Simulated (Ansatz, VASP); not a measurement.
Given: the input of a run of VASP 6.6.1 on Na.

The input INCAR:

```
SYSTEM = Na
ALGO = Fast ; EDIFF = 1E-7
ENCUT = 520 ; GGA = PE
ISIF = 2 ; ISMEAR = -1
LASPH = .TRUE. ; LCHARG = .FALSE.
LREAL = .FALSE. ; LWAVE = .FALSE.
NBANDS = 10 ; NELM = 80
PREC = Accurate ; SIGMA = 0.05
```

File KPOINTS:

```
k-points
0
G
  8 10 11
  0 0 0
```

The input POSCAR:

```
Na
1.0
   -1.5505412800      1.9781490700      3.0338966400
    1.3625378200     -2.0499529700      2.9506977200
    1.6023380600      2.1017497500     -3.0853082600
Na
1
Direct
    0.0000000000      0.0000000000      0.0000000000
```

Potentials or basis: VASP PAW PBE potentials, release 64 (Na_pv).

Launch:

```sh
$ cat potpaw_PBE.64/Na_pv/POTCAR > POTCAR
$ mpirun -np 1 vasp_std > vasp.out
```

Q: Set up the same calculation for Ansatz 0.2.0. Potentials there: all-electron LAPW, scalar-relativistic.

A: As run (the cutoff follows the program's own potentials):

input.yaml

```yaml
crystal:
  lattice:
    - [-1.55054128, 1.97814907, 3.03389664]
    - [1.36253782, -2.04995297, 2.95069772]
    - [1.60233806, 2.10174975, -3.08530826]
  atoms:
    - { symbol: Na, position: [0.0, 0.0, 0.0] }
kpoints:
  mp_grid: { grid: [8, 10, 11] }
scf:
  occupations: { method: fermi_dirac, width: 0.05 }
hamiltonian:
  xc: pbe
  pseudopotentials: { kind: all_electron, lapw: { basis_error: 0.001 } }
output:
  forces: true
  stress: true
  eigenvalues: true
  populations: true
```

Potentials or basis: all-electron LAPW, scalar-relativistic.

Launch:

```console
$ ansatz run input.yaml --threads 1 --pin off --max-ram 3072MiB --backend cpu --events-out ev --progress --plain --runs-dir out
```

Both were run:

|  | VASP | Ansatz | Ansatz less VASP |
| --- | --- | --- | --- |
| gap on the k mesh at the Fermi level (eV) | none | none | - |
| pressure (GPa) | 0.7 | 0.7 | +0.02 |
| traceless stress, the component that is largest in VASP (GPa) | 3.82 | 3.81 | -0.007 |

A gap of «none» marks a metal or a gap that the smearing closes. Ansatz ran all-electron here, and VASP with PAW potentials.
